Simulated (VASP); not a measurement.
# InSe (P1) in VASP: electric field gradients with PBE

Aim: the electric field gradients of InSe with PBE.

The COD entry that gives the cell may itself be a prediction, so a difference from it is no test against experiment.

Everything below comes from runs of VASP 6.6.1. Logs are shortened: lines on timing, memory, paths and dates and some standing lists are left out, and cuts for length are marked.

## Step 1: The cell of the first run

The typed cell holds 4 atoms: a = 8.733 Å, b = 8.601 Å, c = 8.566 Å, α = 26.59°, β = 27.08°, γ = 26.68°.

## Step 2: Electric field gradients, PBE (equal xy, yz and zx shear strains of +3 %)

The input, INCAR:

```
SYSTEM = InSe
ALGO     = Normal         ! electronic algorithm
EDIFF    = 1E-8           ! SCF threshold, eV
ENCUT    = 520            ! plane-wave cutoff, eV
GGA      = PE             ! functional
ISIF     = 2              ! what is computed and relaxed
ISMEAR   = -1             ! smearing method
LASPH    = .TRUE.         ! aspherical terms in the spheres
LCHARG   = .FALSE.        ! write CHGCAR
LEFG     = .TRUE.       
LREAL    = .FALSE.        ! projectors in reciprocal space
LWAVE    = .FALSE.        ! write WAVECAR
NBANDS   = 27             ! bands
NELM     = 60             ! most SCF steps
PREC     = Accurate       ! precision mode
SIGMA    = 0.01           ! smearing width, eV
```

The input, KPOINTS:

```
k-points
0
G
  7 7 7
  0 0 0
```

The input, POSCAR:

```
InSe
1.0
    2.1420702054      1.3094503812      8.3639904998
   -1.8579290952      1.2494503918      8.3039905103
    0.0901090399     -2.1846506230      8.2820289899
In Se
2 2
Direct
    0.0000000000      0.0000000000      0.0000000000
    0.1122000000      0.1122000000      0.1122000000
    0.6155000000      0.6155000000      0.6155000000
    0.8300000000      0.8300000000      0.8300000000
```

Potentials or basis: VASP PAW PBE potentials, release 64 (In_d, Se).

Launch:

```
$ cat potpaw_PBE.64/In_d/POTCAR potpaw_PBE.64/Se/POTCAR > POTCAR
$ mpirun -np 1 vasp_std > vasp.out
```

OUTCAR:

```text
SYSTEM = InSe
   EDIFF = 1E-8
   ENCUT = 520
   GGA = PE
   ISIF = 2
   ISMEAR = -1
   LASPH = .TRUE.
   LREAL = .FALSE.
   NELM = 60
   PREC = Accurate

 ion  position               nearest neighbor table
   1  0.000  0.000  0.000-   3 2.62   3 2.63   3 2.67   2 2.80
   2  0.112  0.112  0.112-   4 2.60   4 2.60   4 2.71   1 2.80
   3  0.615  0.615  0.615-   1 2.62   1 2.63   1 2.67
   4  0.830  0.830  0.830-   2 2.60   2 2.60   2 2.71

  LATTYP: Found a triclinic cell.
 ALAT       =     3.9482128443
 B/A-ratio  =     1.0133443553
 C/A-ratio  =     2.1695369689
 COS(alpha) =     0.0211923007
 COS(beta)  =     0.2216456125
 COS(gamma) =     0.4801591939

  Lattice vectors:

 A1 = (   1.9480381351,  -3.4341010148,  -0.0219615204)
 A2 = (   3.9999993006,   0.0599999894,   0.0599999895)
 A3 = (   0.0901090399,  -2.1846506230,   8.2820289899)

Analysis of symmetry for initial positions (statically):
=====================================================================
 Subroutine PRICEL returns:
 Original cell was already a primitive cell.

 Routine SETGRP: Setting up the symmetry group for a
 triclinic supercell.

 Subroutine GETGRP returns: Found  1 space group operations
 (whereof  1 operations were pure point group operations)
 out of a pool of  2 trial point group operations.

The static configuration has the point symmetry C_1 .

Analysis of symmetry for dynamics (positions and initial velocities):
=====================================================================
 Subroutine PRICEL returns:
 Original cell was already a primitive cell.

 Routine SETGRP: Setting up the symmetry group for a
 triclinic supercell.

 Subroutine GETGRP returns: Found  1 space group operations
 (whereof  1 operations were pure point group operations)
 out of a pool of  2 trial point group operations.

The dynamic configuration has the point symmetry C_1 .

 Subroutine INISYM returns: Found  1 space group operations
 (whereof  1 operations are pure point group operations),
 and found     1 'primitive' translations

[... 142 lines left out ...]
  free energy    TOTEN  =       -14.08504752 eV

  energy without entropy =      -14.08504752  energy(sigma->0) =      -14.08504752

 E-fermi :   4.3632     XC(G=0):  -8.9894

 val. band max:        4.1420545840   @ k =   0.4286  -0.4286   0.4286
 cond. band min:       4.8473703823   @ k =   0.4286   0.4286   0.4286
 fundamental gap:      0.7053157984
 Fermi energy:         4.3631918043

 k-point     1 :       0.0000    0.0000    0.0000
  band No.  band energies     occupation
      1     -10.5572      2.00000
      2     -10.3810      2.00000
      3     -10.3761      2.00000
      4     -10.3058      2.00000
      5     -10.2943      2.00000
      6     -10.2831      2.00000
[... 709 lines left out ...]
     26      10.8682      0.00000
     27      11.6356      0.00000

 [... further k-points ...]

------------------------ aborting loop because EDIFF is reached ----------------------------------------

  FORCE on cell =-STRESS in cart. coord.  units (eV):
  Direction    XX          YY          ZZ          XY          YZ          ZX
  --------------------------------------------------------------------------------------
  -------------------------------------------------------------------------------------
  Total        2.3660344      2.4322225      1.8543408     -0.7548030     -0.7965406     -0.8242882
  in kB       32.9171350     33.8379668     25.7982663    -10.5010942    -11.0817640    -11.4677987
  external PRESSURE =      30.8511227 kB  Pullay stress =       0.0000000 kB

 VOLUME and BASIS-vectors are now :
 -----------------------------------------------------------------------------
  energy-cutoff  :      520.00
  volume of cell :      115.16
      direct lattice vectors                 reciprocal lattice vectors
     2.142070205  1.309450381  8.363990500     0.247384336  0.140112812  0.034267687
    -1.857929095  1.249450392  8.303990510    -0.252837524  0.147505253  0.041660128
     0.090109040 -2.184650623  8.282028990     0.003675448 -0.289395806  0.044365950

 POSITION                                       TOTAL-FORCE (eV/Angst)
 -----------------------------------------------------------------------------------
      0.00000      0.00000      0.00000        -0.035631     -0.173051      0.236944
      0.04199      0.04199      2.79939         0.294371      0.157116     -0.269864
      0.23035      0.23035     15.35673         0.080520      0.223236     -0.185636
      0.31063      0.31063     20.70851        -0.339260     -0.207301      0.218557
 -----------------------------------------------------------------------------------
    total drift:                               -0.000559     -0.000016     -0.000070

  FREE ENERGIE OF THE ION-ELECTRON SYSTEM (eV)
  ---------------------------------------------------
  free  energy   TOTEN  =       -14.0850475189 eV

  energy  without entropy=      -14.0850475189  energy(sigma->0) =      -14.08504752

 Electric field gradients (V/A^2)
---------------------------------------------------------------------
 ion       V_xx      V_yy      V_zz      V_xy      V_xz      V_yz
---------------------------------------------------------------------
   1      36.789    67.480  -104.269    -7.066    -6.556     9.493
   2      67.912    36.740  -104.651    24.284    26.101     9.652
   3      31.561    26.411   -57.972    12.392    12.195     6.282
   4      29.353    33.185   -62.538     7.800    -0.160     5.845
---------------------------------------------------------------------

 Electric field gradients after diagonalization (V/A^2)
 (convention: |V_zz| > |V_xx| > |V_yy|)
----------------------------------------------------------------------
 ion       V_xx      V_yy      V_zz     asymmetry (V_yy - V_xx)/ V_zz
----------------------------------------------------------------------
   1      69.686    35.374  -105.060       0.327
   2      85.180    23.585  -108.766       0.566
   3      43.425    16.427   -59.852       0.451
   4      39.501    23.397   -62.898       0.256
----------------------------------------------------------------------

           NMR quadrupolar parameters

 Cq : quadrupolar parameter    Cq=e*Q*V_zz/h
 eta: asymmetry parameters     (V_yy - V_xx)/ V_zz
 Q  : nuclear electric quadrupole moment in mb (millibarn)
----------------------------------------------------------------------
 ion       Cq(MHz)       eta       Q (mb)
----------------------------------------------------------------------
   1      -0.254       0.327       1.000
   2      -0.263       0.566       1.000
   3      -0.145       0.451       1.000
   4      -0.152       0.256       1.000
----------------------------------------------------------------------
```

OSZICAR:

```text
N       E                     dE             d eps       ncg     rms          rms(c)
DAV:   1     0.340799549137E+03    0.34080E+03   -0.17286E+04  9288   0.155E+03
DAV:   2     0.261342097451E+02   -0.31467E+03   -0.30515E+03  9410   0.388E+02
DAV:   3    -0.127055278447E+02   -0.38840E+02   -0.38075E+02 11700   0.145E+02
DAV:   4    -0.144635920139E+02   -0.17581E+01   -0.17527E+01 11213   0.317E+01
DAV:   5    -0.145355979341E+02   -0.72006E-01   -0.71995E-01 14129   0.626E+00    0.667E+00
DAV:   6    -0.140997848634E+02    0.43581E+00   -0.85736E-01 13124   0.148E+01    0.412E+00
DAV:   7    -0.140844341116E+02    0.15351E-01   -0.36191E-01 12895   0.405E+00    0.124E+00
DAV:   8    -0.140837187798E+02    0.71533E-03   -0.30544E-02 13965   0.192E+00    0.571E-01
DAV:   9    -0.140848825391E+02   -0.11638E-02   -0.58931E-03 11622   0.593E-01    0.155E-01
DAV:  10    -0.140849280566E+02   -0.45517E-04   -0.37008E-04 12528   0.144E-01    0.789E-02
DAV:  11    -0.140850450564E+02   -0.11700E-03   -0.17707E-04 11290   0.102E-01    0.225E-02
DAV:  12    -0.140850422959E+02    0.27605E-05   -0.16021E-05 14244   0.379E-02    0.156E-02
DAV:  13    -0.140850462633E+02   -0.39674E-05   -0.65519E-06 11545   0.146E-02    0.855E-03
DAV:  14    -0.140850474393E+02   -0.11760E-05   -0.29834E-06 10309   0.161E-02    0.286E-03
DAV:  15    -0.140850475401E+02   -0.10074E-06   -0.21793E-07 11658   0.355E-03    0.827E-04
DAV:  16    -0.140850475092E+02    0.30872E-07   -0.60869E-08  8933   0.148E-03    0.612E-04
DAV:  17    -0.140850475189E+02   -0.97298E-08   -0.39158E-09  6249   0.579E-04
   1 F= -.14085048E+02 E0= -.14085048E+02  d E =-.978961E-12
```

stdout:

```text
POSCAR found type information on POSCAR InSe
 POSCAR found :  2 types and       4 ions
 scaLAPACK will be used
 LDA part: xc-table for (Slater+PW92), standard interpolation
 POSCAR, INCAR and KPOINTS ok, starting setup
 FFT: planning ... GRIDC
 FFT: planning ... GRID_SOFT
 FFT: planning ... GRID
 WAVECAR not read
 entering main loop
ion   1
     0.0000565    -0.0317224     0.0197069    -1.1311925    -0.0797954    -0.0842603
     0.0000778    -0.0317224     0.0197069    -1.1311925    -0.0797954    -0.0842603
     0.0001071    -0.0317224     0.0197069    -1.1311924    -0.0797954    -0.0842603
     0.0001475    -0.0317224     0.0197069    -1.1311923    -0.0797954    -0.0842602

     0.0000565     6.4971343    -8.8075873    83.2648846     6.0190718    14.1922621
     0.0000778     6.4964615    -8.8067458    83.2555874     6.0183696    14.1907933
     0.0001071     6.4953818    -8.8054073    83.2406914     6.0172362    14.1884424
     0.0001475     6.4936563    -8.8032870    83.2169220     6.0154143    14.1846945
[... 23 lines left out ...]
ion   4
     0.0000499    -0.2397476    -0.1415382     0.5985266    -0.0741846    -0.0302193
     0.0000687    -0.2397476    -0.1415382     0.5985266    -0.0741846    -0.0302193
     0.0000946    -0.2397476    -0.1415382     0.5985265    -0.0741846    -0.0302193
     0.0001302    -0.2397476    -0.1415382     0.5985265    -0.0741846    -0.0302193

     0.0000499    -7.3237792    -5.4391751    49.1798145    -0.0305232     1.6463047
     0.0000687    -7.3236040    -5.4390496    49.1786997    -0.0305304     1.6462669
     0.0000946    -7.3233197    -5.4388465    49.1768988    -0.0305420     1.6462062
     0.0001302    -7.3228603    -5.4385190    49.1740046    -0.0305607     1.6461091
```

Run time: 28 min. Hardware: 1 thread of Intel Xeon Platinum 8375C at 2.90GHz (Ice Lake), shared host; peak memory 0.87 GiB.

What came out:

```yaml
Free_energy: -14.0850 eV
Pressure: 3.1 GPa
Largest_force: 0.454 eV/Å
Band_gap_on_the_k_mesh: 0.71 eV, indirect (least direct gap 0.73 eV)
```

Forces on the atoms (eV/Å):
```
In  -0.036 -0.173  0.237
In   0.294  0.157 -0.270
Se   0.081  0.223 -0.186
Se  -0.339 -0.207  0.219
```

Stress tensor (GPa, compression positive):
```
 3.29 -1.05 -1.15
-1.05  3.38 -1.11
-1.15 -1.11  2.58
```

Electric field gradients, principal values (V/Å²):
| atom | least | middle | greatest (by size) |
| --- | --- | --- | --- |
| 1 In | 35.374 | 69.686 | -105.060 |
| 2 In | 23.585 | 85.180 | -108.766 |
| 3 Se | 16.427 | 43.425 | -59.852 |
| 4 Se | 23.397 | 39.501 | -62.898 |

Caveat: the cell differs from its parent crystal (equal xy, yz and zx shear strains of +3 %); without QUAD_EFG the Cq values of the log hold for a quadrupole moment of 1 mb, not for the nuclei; spin-orbit coupling is left out, which moves the levels of the heavy elements. A k mesh can miss the band edges.
